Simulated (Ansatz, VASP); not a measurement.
One calculation of C, two programs

File INCAR:

```
SYSTEM = C
PREC = Accurate ; ENCUT = 520
EDIFF = 1E-7 ; ISMEAR = 0
SIGMA = 0.01 ; LREAL = .False.
LASPH = .True. ; NELM = 60
ALGO = Normal ; ISIF = 2
LWAVE = .False. ; LCHARG = .False.
GGA = PE ; NBANDS = 16
```

Contents of KPOINTS:

```
regular mesh
0
Gamma
  9 9 6
  0 0 0
```

Contents of POSCAR:

```
C
1.0
    2.5607903770      0.0000000000      0.0000000000
   -1.2803951885      2.2177095203      0.0000000000
    0.0000000000      0.0000000000      4.2624160975
C
4
Direct
    0.3333333333      0.6666666667      0.0002342823
    0.6666666667      0.3333333333      0.5002342823
    0.3333333333      0.6666666667      0.3747657177
    0.6666666667      0.3333333333      0.8747657177
```

Input for Ansatz:

```yaml
crystal:
  lattice:
    - [2.560790377, 0.0, 0.0]
    - [-1.2803951885, 2.2177095203, 0.0]
    - [0.0, 0.0, 4.2624160975]
  atoms:
    - { symbol: C, position: [0.3333333333, 0.6666666667, 0.0002342823] }
    - { symbol: C, position: [0.6666666667, 0.3333333333, 0.5002342823] }
    - { symbol: C, position: [0.3333333333, 0.6666666667, 0.3747657177] }
    - { symbol: C, position: [0.6666666667, 0.3333333333, 0.8747657177] }
kpoints:
  mp_grid: { grid: [9, 9, 6] }
hamiltonian:
  xc: pbe
scf:
  occupations: { method: fixed }
  n_extra_bands: 5
output:
  forces: true
  stress: true
  eigenvalues: true
```

Alike in both runs: task single point; functional PBE; k mesh 9 × 9 × 6; no spin polarisation.

```csv
,VASP,Ansatz
version,VASP 6.6.1,Ansatz 0.2.0
potentials or method,"VASP PAW PBE potentials, release 64 (C)","plane waves, PAW"
plane-wave cutoff (eV),520,420
occupations,"gaussian, width 0.01 eV",fixed
valence electrons in the cell,16,16
```

|  | VASP | Ansatz | Ansatz less VASP |
| --- | --- | --- | --- |
| gap on the k mesh at the Fermi level (eV) | 3.52 | 3.54 | +0.015 |
| pressure (GPa) | -22.2 | -22.7 | -0.44 |
| traceless stress, the component that is largest in VASP (GPa) | -0.33 | -0.27 | +0.067 |
| rms of the force components (eV/Å) | 0.036 | 0.038 | +0.0026 |

Atom by atom the forces differ by 0.003 eV/Å (rms over components).
